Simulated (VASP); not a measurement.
# LiBr (Fm-3m) in VASP: a series of runs

The runs below take LiBr through single point, relaxation of cell and atoms, with PBE+D3(BJ).

Program: VASP 6.6.1. These are calculated values, not measurements. Logs are shortened: lines on timing, memory, paths and dates and some standing lists are left out, and cuts for length are marked.

## (1) The cell of the first run

Symmetry: Fm-3m, No. 225, cubic system. The conventional cell has a = 5.378 Å, b = 5.378 Å, c = 5.378 Å, α = 90.00°, β = 90.00°, γ = 90.00°. Within 3.5 Å of Li (site symmetry m-3m) lie 6 Br at 2.69 Å. Within 3.5 Å of Br (site symmetry m-3m) lie 6 Li at 2.69 Å.

## (2) Single point, PBE+D3(BJ)

Input file INCAR:

```
SYSTEM = LiBr
PREC = Accurate ; ENCUT = 750
EDIFF = 1E-6 ; ISMEAR = 0
SIGMA = 0.02 ; LREAL = .False.
LASPH = .True. ; NELM = 120
ALGO = Normal ; ISIF = 2
LWAVE = .False. ; LCHARG = .False.
GGA = PE ; IVDW = 12
NBANDS = 12 ; GGA_COMPAT = .False.
```

Input file KPOINTS:

```
Automatic mesh
0
Gamma
  8 8 8
  0 0 0
```

Input file POSCAR:

```
LiBr
1.0
    0.0000000000      2.6888684396      2.6888684396
    2.6888684396      0.0000000000      2.6888684396
    2.6888684396      2.6888684396      0.0000000000
Li Br
1 1
Direct
    0.0000000000      0.0000000000      0.0000000000
    0.5000000000      0.5000000000      0.5000000000
```

Potentials or basis: VASP PAW PBE potentials, release 64 (Li_sv, Br).

On the command line:

```console
cat potpaw_PBE.64/Li_sv/POTCAR potpaw_PBE.64/Br/POTCAR > POTCAR
mpirun -np 1 vasp_std > vasp.out
```

OUTCAR:

```text
SYSTEM = LiBr
   PREC = Accurate
   ENCUT = 750
   EDIFF = 1E-6
   ISMEAR = 0
   LREAL = .False.
   LASPH = .True.
   NELM = 120
   ISIF = 2
   GGA = PE
   IVDW = 12
 IVDW          = 12

 ion  position               nearest neighbor table
   1  0.000  0.000  0.000-   2 2.69   2 2.69   2 2.69   2 2.69   2 2.69   2 2.69
   2  0.500  0.500  0.500-   1 2.69   1 2.69   1 2.69   1 2.69   1 2.69   1 2.69

  LATTYP: Found a face centered cubic cell.
 ALAT       =     5.3777368792

  Lattice vectors:

 A1 = (   0.0000000000,   2.6888684396,   2.6888684396)
 A2 = (   2.6888684396,   0.0000000000,   2.6888684396)
 A3 = (   2.6888684396,   2.6888684396,   0.0000000000)

Analysis of symmetry for initial positions (statically):
=====================================================================
 Subroutine PRICEL returns:
 Original cell was already a primitive cell.

 Routine SETGRP: Setting up the symmetry group for a
 face centered cubic supercell.

 Subroutine GETGRP returns: Found 48 space group operations
 (whereof 48 operations were pure point group operations)
 out of a pool of 48 trial point group operations.

The static configuration has the point symmetry O_h .

Analysis of symmetry for dynamics (positions and initial velocities):
=====================================================================
 Subroutine PRICEL returns:
 Original cell was already a primitive cell.

 Routine SETGRP: Setting up the symmetry group for a
 face centered cubic supercell.

 Subroutine GETGRP returns: Found 48 space group operations
 (whereof 48 operations were pure point group operations)
 out of a pool of 48 trial point group operations.

The dynamic configuration has the point symmetry O_h .

 Subroutine INISYM returns: Found 48 space group operations
 (whereof 48 operations are pure point group operations),
 and found     1 'primitive' translations

----------------------------------------------------------------------------------------

                                     Primitive cell

  volume of cell :      38.8811

  direct lattice vectors                    reciprocal lattice vectors
     0.000000000  2.688868440  2.688868440    -0.185951827  0.185951827  0.185951827
     2.688868440  0.000000000  2.688868440     0.185951827 -0.185951827  0.185951827
     2.688868440  2.688868440  0.000000000     0.185951827  0.185951827 -0.185951827

  length of vectors
     3.802634215  3.802634215  3.802634215     0.322078013  0.322078013  0.322078013

  position of ions in fractional coordinates (direct lattice)
     0.000000000  0.000000000  0.000000000
     0.500000000  0.500000000  0.500000000

  ion indices of the primitive-cell ions
   primitive index   ion index
                 1           1
                 2           2

----------------------------------------------------------------------------------------

 KPOINTS: Automatic mesh

Automatic generation of k-mesh.
 Grid dimensions read from file:
 generate k-points for:    8    8    8

 Generating k-lattice:

  Cartesian coordinates                     Fractional coordinates (reciprocal lattice)
    -0.023243978  0.023243978  0.023243978     0.125000000  0.000000000  0.000000000
     0.023243978 -0.023243978  0.023243978     0.000000000  0.125000000  0.000000000
     0.023243978  0.023243978 -0.023243978     0.000000000  0.000000000  0.125000000

  Length of vectors
     0.040259752  0.040259752  0.040259752

  Shift w.r.t. Gamma in fractional coordinates (k-lattice)
     0.000000000  0.000000000  0.000000000

 Subroutine IBZKPT returns following result:
 ===========================================

 Found     29 irreducible k-points:

 Following reciprocal coordinates:
            Coordinates               Weight
  0.000000  0.000000  0.000000      1.000000
  0.125000  0.000000  0.000000      8.000000
  0.250000  0.000000  0.000000      8.000000
  0.375000  0.000000  0.000000      8.000000
  0.500000  0.000000  0.000000      4.000000
  0.125000  0.125000  0.000000      6.000000
[... 16 lines left out ...]
  0.500000  0.250000  0.125000     48.000000
 -0.375000  0.250000  0.125000     24.000000
 [... further k-points ...]
   k-points           NKPTS =     29   k-points in BZ     NKDIM =     29   number of bands    NBANDS=     12
   number of dos      NEDOS =    301   number of ions     NIONS =      2
   total plane-waves  NPLWV =  46656
   dimension x,y,z NGX =    36 NGY =   36 NGZ =   36
   dimension x,y,z NGXF=    72 NGYF=   72 NGZF=   72
   ions per type =               1   1
   NGX,Y,Z   is equivalent  to a cutoff of  15.74, 15.74, 15.74 a.u.
   NGXF,Y,Z  is equivalent  to a cutoff of  31.48, 31.48, 31.48 a.u.
 SYSTEM =  LiBr
   PREC   = accura    normal or accurate (medium, high low for compatibility)
   ISTART =      0    job   : 0-new  1-cont  2-samecut
   ICHARG =      2    charge: 1-file 2-atom 10-const
   ISPIN  =      1    spin polarized calculation?
   LNONCOLLINEAR =      F non collinear calculations
   LSORBIT =      F    spin-orbit coupling
   LASPH  =      T    aspherical Exc in radial PAW
   ENCUT  =  750.0 eV  55.12 Ry    7.42 a.u.   8.49  8.49  8.49*2*pi/ulx,y,z
   NELM   =    120;   NELMIN=  2; NELMDL= -5     # of ELM steps
   EDIFF  = 0.1E-05   stopping-criterion for ELM
   LREAL  =      F    real-space projection
   EDIFFG = 0.1E-04   stopping-criterion for IOM
   NSW    =      0    number of steps for IOM
   IBRION =     -1    ionic relax: 0-MD 1-quasi-New 2-CG
   NFREE  =      0    steps in history (QN), initial steepest desc. (CG)
   ISIF   =      2    stress and relaxation
   ISYM   =      2    0-nonsym 1-usesym 2-fastsym
   POTIM  = 0.5000    time-step for ionic-motion
   TEBEG  =    0.0;   TEEND  =   0.0 temperature during run
   PSTRESS=    0.0 pullay stress
   NELECT =      10.0000    total number of electrons
   NUPDOWN=      -1.0000    fix difference up-down
   EMIN   =  10.00;   EMAX   =-10.00  energy-range for DOS
   EFERMI =   0.00;   METHOD = LEGACY
   ISMEAR =     0;   SIGMA  =   0.02  broadening in eV -4-tet -1-fermi 0-gaus
   EFERMI_NEDOS =   21; number of points for ismear=-14 and -15
   IALGO  =     38    algorithm
   IMIX   =      4    mixing-type and parameters
     AMIX     =   0.40;   BMIX     =  1.00
     AMIX_MAG =   1.60;   BMIX_MAG =  1.00
  volume/ion in A,a.u.               =      19.44       131.19
  Fermi-wavevector in a.u.,A,eV,Ry     =   1.041107  1.967407 14.747400  1.083903
  Thomas-Fermi vector in A             =   2.175713
   LORBIT       =      0    0 simple, 1 ext, 2 COOP (PROOUT), +10 PAW based schemes
   GGA     = PE    functional components
   LHFCALC =     F    Hartree Fock is set to
   AEXX    =    0.0000 exact exchange contribution
   IVDW    =    12    specifies the selected vdW correction
   LEPSILON=     F    determine dielectric tensor
   LRPA    =     F    only Hartree local field effects (RPA)
 non-spin polarized calculation
 Gauss-broadening in eV      SIGMA  =   0.02
  energy-cutoff  :      750.00
  volume of cell :       38.88
 maximum number of plane-waves:      1839
 NGX is ok and might be reduce to    36
   NGX = 17   NGY = 17   NGZ = 17

 number of electron      10.0000001 magnetization

 Free energy of the ion-electron system (eV)
  ---------------------------------------------------
  ext. energy  EPLUGINS =         0.00000000
  ---------------------------------------------------
  free energy    TOTEN  =        -6.62266783 eV

  energy without entropy =       -6.62266783  energy(sigma->0) =       -6.62266783

 E-fermi :   0.9436     XC(G=0):  -8.7119

 val. band max:        0.8073384409   @ k =   0.0000   0.0000   0.0000
 cond. band min:       6.0624959301   @ k =   0.0000   0.0000   0.0000
 fundamental gap:      5.2551574892
 Fermi energy:         0.9436465122

 k-point     1 :       0.0000    0.0000    0.0000
  band No.  band energies     occupation
      1     -43.4969      2.00000
      2     -12.8696      2.00000
      3       0.8073      2.00000
      4       0.8073      2.00000
      5       0.8073      2.00000
      6       6.0625      0.00000
      7      11.3562      0.00000
      8      11.3562      0.00000
      9      11.3562      0.00000
     10      13.3498      0.00000
     11      13.3498      0.00000
     12      13.3498      0.00000

 k-point     2 :       0.1250    0.0000    0.0000
  band No.  band energies     occupation
      1     -43.4966      2.00000
      2     -12.7955      2.00000
      3       0.1650      2.00000
      4       0.7594      2.00000
      5       0.7594      2.00000
      6       6.5960      0.00000
      7      10.6472      0.00000
      8      11.2246      0.00000
      9      11.2246      0.00000
     10      12.3600      0.00000
     11      12.3600      0.00000
     12      13.7120      0.00000

 k-point     3 :       0.2500    0.0000    0.0000
  band No.  band energies     occupation
      1     -43.4961      2.00000
      2     -12.6065      2.00000
      3      -1.0348      2.00000
      4       0.6510      2.00000
      5       0.6510      2.00000
      6       6.9691      0.00000
      7      10.0691      0.00000
      8      10.0691      0.00000
      9      10.8349      0.00000
     10      13.3130      0.00000
     11      13.3130      0.00000
     12      14.1073      0.00000
[... 286 lines left out ...]
 k-point    23 :       0.5000    0.2500    0.1250
  band No.  band energies     occupation
      1     -43.4953      2.00000
      2     -12.2771      2.00000
      3      -1.8232      2.00000
      4      -0.5965      2.00000
      5       0.2267      2.00000
      6       8.1527      0.00000
      7       8.8130      0.00000
      8      10.0776      0.00000
      9      11.1890      0.00000
     10      13.8141      0.00000
     11      16.5683      0.00000
     12      17.0227      0.00000

 k-point    24 :      -0.3750    0.2500    0.1250
  band No.  band energies     occupation
      1     -43.4951      2.00000
      2     -12.2001      2.00000
      3      -2.0711      2.00000
      4      -0.7015      2.00000
      5       0.1219      2.00000
      6       7.9704      0.00000
      7       8.7806      0.00000
      8      10.1734      0.00000
      9      11.8996      0.00000
     10      14.6490      0.00000
     11      15.1645      0.00000
     12      17.7958      0.00000

 [... further k-points ...]

------------------------ aborting loop because EDIFF is reached ----------------------------------------

 Edisp (eV)   -0.51507

 E8    (eV) :    -0.2097

  FORCE on cell =-STRESS in cart. coord.  units (eV):
  Direction    XX          YY          ZZ          XY          YZ          ZX
  --------------------------------------------------------------------------------------
  -------------------------------------------------------------------------------------
  Total      -0.00701    -0.00701    -0.00701     0.00000    -0.00000     0.00000
  in kB      -0.28904    -0.28904    -0.28904     0.00000    -0.00000     0.00000
  external pressure =       -0.29 kB  Pullay stress =        0.00 kB

 VOLUME and BASIS-vectors are now :
 -----------------------------------------------------------------------------
  energy-cutoff  :      750.00
  volume of cell :       38.88
      direct lattice vectors                 reciprocal lattice vectors
     0.000000000  2.688868440  2.688868440    -0.185951827  0.185951827  0.185951827
     2.688868440  0.000000000  2.688868440     0.185951827 -0.185951827  0.185951827
     2.688868440  2.688868440  0.000000000     0.185951827  0.185951827 -0.185951827

 POSITION                                       TOTAL-FORCE (eV/Angst)
 -----------------------------------------------------------------------------------
      0.00000      0.00000      0.00000         0.000000      0.000000      0.000000
      2.68887      2.68887      2.68887        -0.000000     -0.000000     -0.000000
 -----------------------------------------------------------------------------------
    total drift:                                0.000000      0.000000      0.000000

  FREE ENERGIE OF THE ION-ELECTRON SYSTEM (eV)
  ---------------------------------------------------
  free  energy   TOTEN  =        -7.1377381550 eV

  energy  without entropy=       -7.1377381550  energy(sigma->0) =       -7.13773816
```

It took 25 s on 1 thread of Intel Xeon 8259CL, shared host; peak memory 0.18 GiB.

Results:

| Property | Result |
| --- | --- |
| Free energy | -7.1377 eV |
| Pressure | 0.0 GPa |
| Band gap on the k mesh | 5.26 eV |
| Dispersion energy per atom | -0.258 eV |

Levels at points of the mesh, in eV from the valence-band top:
```
           k point  band 2  band 3  band 4  band 5  band 6  band 7  band 8  band 9
(0.00, 0.00, 0.00)  -13.68    0.00    0.00    0.00    5.26   10.55   10.55   10.55
(0.50, 0.00, 0.00)  -13.12   -3.18   -0.29   -0.29    5.66    8.11    8.11   12.46
(0.50, 0.50, 0.00)  -12.88   -3.21   -1.28   -1.28    6.35    6.99   12.21   12.90
```

A k mesh can miss the band edges.

## (3) Relaxation of cell and atoms, PBE+D3(BJ)

This run uses another cell than the first one, of 20.67 Å³/atom.

Input file INCAR:

```
SYSTEM = LiBr
  ALGO = Normal
  EDIFF = 1E-7
  EDIFFG = -0.02
  ENCUT = 750
  GGA = PE
  GGA_COMPAT = .FALSE.
  IBRION = 2
  ISIF = 3
  ISMEAR = 0
  IVDW = 12
  LASPH = .TRUE.
  LCHARG = .FALSE.
  LREAL = .FALSE.
  LWAVE = .FALSE.
  NELM = 120
  NELMIN = 4
  NSW = 70
  PREC = Accurate
  SIGMA = 0.02
```

Input file KPOINTS:

```
k-points
0
G
  8 8 8
  0 0 0
```

Input file POSCAR:

```
LiBr
1.0
    0.0000000000      2.7445000000      2.7445000000
    2.7445000000      0.0000000000      2.7445000000
    2.7445000000      2.7445000000      0.0000000000
Li Br
1 1
Direct
    0.0000000000      0.0000000000      0.0000000000
    0.5000000000      0.5000000000      0.5000000000
```

Potentials or basis: VASP PAW PBE potentials, release 64 (Li_sv, Br).

On the command line:

```console
cat potpaw_PBE.64/Li_sv/POTCAR potpaw_PBE.64/Br/POTCAR > POTCAR
mpirun -np 1 vasp_std > vasp.out
```

Run time: 46 s. Hardware: 1 thread of Intel Xeon 8259CL, shared host; peak memory 0.19 GiB.

It converged, with:

| Item | Value |
| --- | --- |
| Free energy | -7.1383 eV |
| Relaxed volume | 19.47 Å³/atom |
| Relaxed cell | a = 3.805 Å, b = 3.805 Å, c = 3.805 Å, α = 60.00°, β = 60.00°, γ = 60.00° |
| Space group after relaxing (to 0.1 Å) | Fm-3m (No. 225) |
| Energy gained by relaxing | 6.9 meV/atom |
| Ionic steps | 3 |
| Pressure after relaxing | -0.1 GPa |
| Band gap on the k mesh | 5.25 eV |
| Dispersion energy per atom | -0.257 eV |

The path:
```
step  energy change (eV)  largest force (eV/Å)  pressure (GPa)  volume (Å³)
   1              0.0000                0.0000           -1.69        41.34
   2             -0.0105                0.0000           -0.89        40.06
   3             -0.0139                0.0000           -0.07        38.94
```

Final structure:
```xyz
2
Lattice="0.0000 2.6903 2.6903 2.6903 0.0000 2.6903 2.6903 2.6903 0.0000" Properties=species:S:1:pos:R:3 pbc="T T T"
Li    0.0000    0.0000    0.0000
Br    2.6903    2.6903    2.6903
```

Levels at points of the mesh, in eV from the valence-band top:
| k point | band 3 | band 4 | band 5 | band 6 | band 7 | band 8 |
| --- | --- | --- | --- | --- | --- | --- |
| (0.00, 0.00, 0.00) | 0.00 | 0.00 | 0.00 | 5.25 | 10.55 | 10.55 |
| (0.50, 0.00, 0.00) | -3.17 | -0.29 | -0.29 | 5.66 | 8.11 | 8.11 |
| (0.50, 0.50, 0.00) | -3.20 | -1.27 | -1.27 | 6.34 | 7.00 | 12.19 |

A k mesh can miss the band edges. PBE gaps usually lie below the measured ones, often by a third to a half.
